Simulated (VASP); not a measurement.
## Al2Au: single point with r2SCAN

Crystal: Al2Au.

```xyz
3
Lattice="0.0000 3.0051 3.0051 3.0051 0.0000 3.0051 3.0051 3.0051 0.0000" Properties=species:S:1:pos:R:3 pbc="T T T"
Al    1.5025    1.5025    1.5025
Al    4.5076    4.5076    4.5076
Au    0.0000    0.0000    0.0000
```

```json
{
  "Program": "VASP 6.6.1",
  "Task": "single point",
  "Functional": "r2SCAN",
  "Potentials or basis": "VASP PAW PBE potentials, release 64 (Al, Au)",
  "Cutoff": "520 eV",
  "k mesh": "12 × 12 × 12",
  "Occupations": "gaussian, width 0.1 eV",
  "Spin": "no spin polarisation"
}
```

- Pressure: -0.3 GPa

Levels at points of the mesh, in eV from the Fermi level:
| k point | band 6 | band 7 | band 8 | band 9 | band 10 | band 11 | band 12 | band 13 |
| --- | --- | --- | --- | --- | --- | --- | --- | --- |
| (0.00, 0.00, 0.00) | -5.93 | 2.85 | 3.04 | 3.04 | 3.04 | 4.15 | 4.15 | 4.15 |
| (0.50, 0.00, 0.00) | -5.79 | -5.73 | 0.33 | 0.33 | 3.79 | 4.02 | 4.08 | 4.08 |
| (0.50, 0.50, 0.00) | -5.60 | -5.30 | -2.25 | -2.25 | 1.54 | 2.36 | 8.00 | 10.59 |

Wall time 2.9 min on 1 thread of Intel(R) Xeon(R) Platinum 8488C (Sapphire Rapids), with other jobs on the host, peak memory 0.22 GiB.

Caveat: the PAW data sets were made with another functional, which shifts forces and pressure a little; spin-orbit coupling is left out, which moves the levels of the heavy elements.
